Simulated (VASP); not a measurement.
# Si (Cm) in VASP: single point with PBE

Aim: the single point of Si with PBE.

Everything below comes from runs of VASP 6.6.1. Logs are shortened: lines on timing, memory, paths and dates and some standing lists are left out, and cuts for length are marked.

## 1. The cell of the first run

Symmetry: Cm, No. 8, monoclinic system. The conventional cell has a = 5.284 Å, b = 9.153 Å, c = 4.994 Å, α = 90.00°, β = 90.00°, γ = 90.00°. Within 3.2 Å of Si (site symmetry m) lie 8 Si at 2.45 to 2.69 Å. Si (site symmetry m) has 8 Si at 2.45 to 2.64 Å within 3.2 Å. Si (site symmetry m) has 8 Si at 2.50 to 2.69 Å within 3.3 Å. Si (site symmetry m) has 8 Si at 2.50 to 2.64 Å within 3.3 Å. Within 3.3 Å of Si (site symmetry 1) lie 8 Si at 2.50 to 2.67 Å. Si (site symmetry 1) has 8 Si at 2.50 to 2.64 Å within 3.3 Å.

## 2. Single point, PBE (atom 1 (Si) moved -0.067 Å towards its neighbour atom 4 (Si) at 3.635 Å)

The input, INCAR:

```
SYSTEM = Si
  PREC = Accurate
  ENCUT = 520
  EDIFF = 1E-6
  ISMEAR = 0
  SIGMA = 0.15
  LREAL = .FALSE.
  LASPH = .TRUE.
  NELM = 100
  ALGO = Normal
  ISIF = 2
  LWAVE = .FALSE.
  LCHARG = .FALSE.
  GGA = PE
  NBANDS = 26
```

The input, KPOINTS:

```
Automatic mesh
0
G
  12 12 12
  0 0 0
```

The input, POSCAR:

```
Si
1.0
    0.0000000000      0.0000000000      4.9938171177
    5.2842308228      0.0000000000      0.0000000000
   -2.6421154115      4.5762781320      0.0000000000
Si
8
Direct
    0.0091739611      0.0000000000      0.0091739611
    0.5000000000      0.0000000000      0.0000000000
    0.0000000000      0.0000000000      0.5000000000
    0.5000000000      0.0000000000      0.5000000000
    0.0000000000      0.5000000000      0.0000000000
    0.5000000000      0.5000000000      0.0000000000
    0.0000000000      0.5000000000      0.5000000000
    0.5000000000      0.5000000000      0.5000000000
```

Potentials or basis: VASP PAW PBE potentials, release 64 (Si).

Command:

```
$ cat potpaw_PBE.64/Si/POTCAR > POTCAR
$ mpirun -np 1 vasp_std > vasp.out
```

OUTCAR:

```text
SYSTEM = Si
   PREC = Accurate
   ENCUT = 520
   EDIFF = 1E-6
   ISMEAR = 0
   LREAL = .FALSE.
   LASPH = .TRUE.
   NELM = 100
   ISIF = 2
   GGA = PE

 ion  position               nearest neighbor table
   1  0.009  0.000  0.009-   2 2.45   2 2.54   3 2.59   7 2.62   5 2.62   7 2.67   5 2.67   3 2.69

   2  0.500  0.000  0.000-   1 2.45   1 2.54   8 2.64   8 2.64   6 2.64   6 2.64   4 2.64   4 2.64

   3  0.000  0.000  0.500-   4 2.50   4 2.50   1 2.59   5 2.64   5 2.64   7 2.64   7 2.64   1 2.69

   4  0.500  0.000  0.500-   3 2.50   3 2.50   6 2.64   6 2.64   8 2.64   8 2.64   2 2.64   2 2.64

   5  0.000  0.500  0.000-   6 2.50   6 2.50   1 2.62   3 2.64   3 2.64   7 2.64   7 2.64   1 2.67

   6  0.500  0.500  0.000-   5 2.50   5 2.50   4 2.64   4 2.64   2 2.64   2 2.64   8 2.64   8 2.64

   7  0.000  0.500  0.500-   8 2.50   8 2.50   1 2.62   3 2.64   3 2.64   5 2.64   5 2.64   1 2.67

   8  0.500  0.500  0.500-   7 2.50   7 2.50   2 2.64   2 2.64   4 2.64   4 2.64   6 2.64   6 2.64

  LATTYP: Found a hexagonal cell.
 ALAT       =     5.2842308228
 C/A-ratio  =     0.9450414422

  Lattice vectors:

 A1 = (   5.2842308228,   0.0000000000,   0.0000000000)
 A2 = (  -2.6421154115,   4.5762781320,   0.0000000000)
 A3 = (   0.0000000000,   0.0000000000,   4.9938171177)

Analysis of symmetry for initial positions (statically):
=====================================================================
 Subroutine PRICEL returns:
 Original cell was already a primitive cell.

 Routine SETGRP: Setting up the symmetry group for a
 hexagonal supercell.

 Subroutine GETGRP returns: Found  2 space group operations
 (whereof  2 operations were pure point group operations)
 out of a pool of 24 trial point group operations.

The static configuration has the point symmetry C_1h.

Analysis of symmetry for dynamics (positions and initial velocities):
=====================================================================
 Subroutine PRICEL returns:
 Original cell was already a primitive cell.

 Routine SETGRP: Setting up the symmetry group for a
 hexagonal supercell.

 Subroutine GETGRP returns: Found  2 space group operations
 (whereof  2 operations were pure point group operations)
 out of a pool of 24 trial point group operations.

The dynamic configuration has the point symmetry C_1h.

 Subroutine INISYM returns: Found  2 space group operations
 (whereof  2 operations are pure point group operations),
 and found     1 'primitive' translations

----------------------------------------------------------------------------------------

                                     Primitive cell

  volume of cell :     120.7610

  direct lattice vectors                    reciprocal lattice vectors
     0.000000000  0.000000000  4.993817118     0.000000000  0.000000000  0.200247621
     5.284230823  0.000000000  0.000000000     0.189242301  0.109259093  0.000000000
    -2.642115411  4.576278132  0.000000000     0.000000000  0.218518187  0.000000000

  length of vectors
     4.993817118  5.284230823  5.284230823     0.200247621  0.218518187  0.218518187

  position of ions in fractional coordinates (direct lattice)
     0.009173961  0.000000000  0.009173961
     0.500000000  0.000000000  0.000000000
     0.000000000  0.000000000  0.500000000
     0.500000000  0.000000000  0.500000000
     0.000000000  0.500000000  0.000000000
     0.500000000  0.500000000  0.000000000
     0.000000000  0.500000000  0.500000000
     0.500000000  0.500000000  0.500000000

  ion indices of the primitive-cell ions
   primitive index   ion index
                 1           1
                 2           2
                 3           3
                 4           4
                 5           5
                 6           6
                 7           7
                 8           8

----------------------------------------------------------------------------------------

 KPOINTS: Automatic mesh

Automatic generation of k-mesh.
 Grid dimensions read from file:
 generate k-points for:   12   12   12

 Generating k-lattice:

  Cartesian coordinates                     Fractional coordinates (reciprocal lattice)
     0.000000000  0.000000000  0.016687302     0.083333333  0.000000000  0.000000000
     0.015770192  0.009104924  0.000000000     0.000000000  0.083333333  0.000000000
     0.000000000  0.018209849  0.000000000     0.000000000  0.000000000  0.083333333

  Length of vectors
     0.016687302  0.018209849  0.018209849

  Shift w.r.t. Gamma in fractional coordinates (k-lattice)
     0.000000000  0.000000000  0.000000000

 Subroutine IBZKPT returns following result:
 ===========================================

 Found    476 irreducible k-points:

 Following reciprocal coordinates:
            Coordinates               Weight
  0.000000  0.000000  0.000000      1.000000
  0.083333  0.000000  0.000000      2.000000
  0.166667  0.000000  0.000000      2.000000
  0.250000  0.000000  0.000000      2.000000
  0.333333  0.000000  0.000000      2.000000
  0.416667  0.000000  0.000000      2.000000
[... 16 lines left out ...]
  0.416667  0.000000  0.083333      4.000000
  0.416667  0.000000 -0.083333      4.000000
 [... further k-points ...]
   k-points           NKPTS =    476   k-points in BZ     NKDIM =    476   number of bands    NBANDS=     26
   number of dos      NEDOS =    301   number of ions     NIONS =      8
   total plane-waves  NPLWV =  64000
   dimension x,y,z NGX =    40 NGY =   40 NGZ =   40
   dimension x,y,z NGXF=    80 NGYF=   80 NGZF=   80
   ions per type =               8
   NGX,Y,Z   is equivalent  to a cutoff of  13.32, 12.58, 12.58 a.u.
   NGXF,Y,Z  is equivalent  to a cutoff of  26.63, 25.17, 25.17 a.u.
 SYSTEM =  Si
   PREC   = accura    normal or accurate (medium, high low for compatibility)
   ISTART =      0    job   : 0-new  1-cont  2-samecut
   ICHARG =      2    charge: 1-file 2-atom 10-const
   ISPIN  =      1    spin polarized calculation?
   LNONCOLLINEAR =      F non collinear calculations
   LSORBIT =      F    spin-orbit coupling
   LASPH  =      T    aspherical Exc in radial PAW
   ENCUT  =  520.0 eV  38.22 Ry    6.18 a.u.   9.29  9.83  9.83*2*pi/ulx,y,z
   NELM   =    100;   NELMIN=  2; NELMDL= -5     # of ELM steps
   EDIFF  = 0.1E-05   stopping-criterion for ELM
   LREAL  =      F    real-space projection
[... 7 lines left out ...]
   TEBEG  =    0.0;   TEEND  =   0.0 temperature during run
   PSTRESS=    0.0 pullay stress
   NELECT =      32.0000    total number of electrons
   NUPDOWN=      -1.0000    fix difference up-down
   EMIN   =  10.00;   EMAX   =-10.00  energy-range for DOS
   EFERMI =   0.00;   METHOD = LEGACY
   ISMEAR =     0;   SIGMA  =   0.15  broadening in eV -4-tet -1-fermi 0-gaus
   EFERMI_NEDOS =   21; number of points for ismear=-14 and -15
   IALGO  =     38    algorithm
   IMIX   =      4    mixing-type and parameters
     AMIX     =   0.40;   BMIX     =  1.00
     AMIX_MAG =   1.60;   BMIX_MAG =  1.00
  volume/ion in A,a.u.               =      15.10       101.87
  Fermi-wavevector in a.u.,A,eV,Ry     =   1.051516  1.987077 15.043770  1.105686
  Thomas-Fermi vector in A             =   2.186562
   LORBIT       =      0    0 simple, 1 ext, 2 COOP (PROOUT), +10 PAW based schemes
   GGA     = PE    functional components
   LHFCALC =     F    Hartree Fock is set to
   AEXX    =    0.0000 exact exchange contribution
   IVDW    =     0    specifies the selected vdW correction
   LEPSILON=     F    determine dielectric tensor
   LRPA    =     F    only Hartree local field effects (RPA)
 non-spin polarized calculation
 Gauss-broadening in eV      SIGMA  =   0.15
  energy-cutoff  :      520.00
  volume of cell :      120.76
 maximum number of plane-waves:      3282
 NGX is ok and might be reduce to    40
   NGX = 19   NGY = 19   NGZ = 19

 number of electron      31.9999999 magnetization

 Free energy of the ion-electron system (eV)
  ---------------------------------------------------
  ext. energy  EPLUGINS =         0.00000000
  ---------------------------------------------------
  free energy    TOTEN  =       -40.93372994 eV

  energy without entropy =      -40.89810423  energy(sigma->0) =      -40.91591708

 E-fermi :   9.3483     XC(G=0): -10.9525

 val. band max:        9.3481180683   @ k =   0.1667  -0.2500  -0.0833
 cond. band min:       9.3503860549   @ k =   0.3333   0.5000   0.3333
 fundamental gap:      0.0022679866
 Fermi energy:         9.3482793398

 k-point     1 :       0.0000    0.0000    0.0000
  band No.  band energies     occupation
      1      -4.5648      2.00000
      2       0.1430      2.00000
      3       1.7725      2.00000
      4       1.7894      2.00000
      5       1.7896      2.00000
      6       2.3081      2.00000
[... 18 lines left out ...]
     25      15.8461      0.00000
     26      15.8500      0.00000

 k-point     2 :       0.0833    0.0000    0.0000
  band No.  band energies     occupation
      1      -4.5252      2.00000
      2      -0.1710      2.00000
      3       1.8190      2.00000
      4       1.8289      2.00000
      5       1.8295      2.00000
      6       2.6763      2.00000
[... 18 lines left out ...]
     25      15.3581      0.00000
     26      15.8244      0.00000

 k-point     3 :       0.1667    0.0000    0.0000
  band No.  band energies     occupation
      1      -4.4066      2.00000
      2      -0.7939      2.00000
      3       1.9409      2.00000
      4       1.9474      2.00000
      5       1.9486      2.00000
      6       2.8376      2.00000
[... 572 lines left out ...]
 k-point    23 :       0.4167    0.0000    0.0833
  band No.  band energies     occupation
      1      -3.5349      2.00000
      2      -2.6039      2.00000
      3       2.0451      2.00000
      4       2.5262      2.00000
      5       2.5450      2.00000
      6       2.9654      2.00000
[... 18 lines left out ...]
     25      15.1864      0.00000
     26      15.2888      0.00000

 k-point    24 :       0.4167    0.0000   -0.0833
  band No.  band energies     occupation
      1      -3.5348      2.00000
      2      -2.6041      2.00000
      3       2.0446      2.00000
      4       2.5300      2.00000
      5       2.5467      2.00000
      6       2.9578      2.00000
[... 18 lines left out ...]
     25      15.2401      0.00000
     26      15.3184      0.00000

 [... further k-points ...]

------------------------ aborting loop because EDIFF is reached ----------------------------------------

  FORCE on cell =-STRESS in cart. coord.  units (eV):
  Direction    XX          YY          ZZ          XY          YZ          ZX
  --------------------------------------------------------------------------------------
  -------------------------------------------------------------------------------------
  Total        0.5325220      0.5429766     -0.9657227     -0.0090539     -0.0003488      0.0002014
  in kB        7.0651494      7.2038534    -12.8125682     -0.1201212     -0.0046280      0.0026719
  external PRESSURE =       0.4854782 kB  Pullay stress =       0.0000000 kB

 VOLUME and BASIS-vectors are now :
 -----------------------------------------------------------------------------
  energy-cutoff  :      520.00
  volume of cell :      120.76
      direct lattice vectors                 reciprocal lattice vectors
     0.000000000  0.000000000  4.993817118     0.000000000  0.000000000  0.200247621
     5.284230823  0.000000000  0.000000000     0.189242301  0.109259093  0.000000000
    -2.642115411  4.576278132  0.000000000     0.000000000  0.218518187  0.000000000

 POSITION                                       TOTAL-FORCE (eV/Angst)
 -----------------------------------------------------------------------------------
     -0.02424      0.04198      0.04581         0.071231     -0.123376     -0.276671
      0.00000      0.00000      2.49691         0.017949     -0.031088      0.208828
     -1.32106      2.28814      0.00000        -0.058690      0.101655     -0.001276
     -1.32106      2.28814      2.49691        -0.014344      0.024844      0.023848
      2.64212      0.00000      0.00000        -0.057952     -0.040305     -0.001217
      2.64212      0.00000      2.49691        -0.014372      0.017192      0.023853
      1.32106      2.28814      0.00000         0.063881      0.030036     -0.001217
      1.32106      2.28814      2.49691        -0.007703      0.021042      0.023853
 -----------------------------------------------------------------------------------
    total drift:                                0.000015     -0.000025      0.000004

  FREE ENERGIE OF THE ION-ELECTRON SYSTEM (eV)
  ---------------------------------------------------
  free  energy   TOTEN  =       -40.9337299380 eV

  energy  without entropy=      -40.8981042258  energy(sigma->0) =      -40.91591708
```

It took 7.8 min on 1 thread of Intel Xeon 6975P-C (Granite Rapids), shared host; peak memory 0.96 GiB.

What came out:

- Free energy: -40.9337 eV
- Pressure: 0.0 GPa
- Largest force: 0.311 eV/Å
- Band gap on the k mesh: zero (bands 16 and 17 overlap by 3.59 eV)

Forces on the atoms (eV/Å):
```
Si   0.071 -0.123 -0.277
Si   0.018 -0.031  0.209
Si  -0.059  0.102 -0.001
Si  -0.014  0.025  0.024
Si  -0.058 -0.040 -0.001
Si  -0.014  0.017  0.024
Si   0.064  0.030 -0.001
Si  -0.008  0.021  0.024
```

Caveat: the cell differs from its parent crystal (atom 1 (Si) moved -0.067 Å towards its neighbour atom 4 (Si) at 3.635 Å).
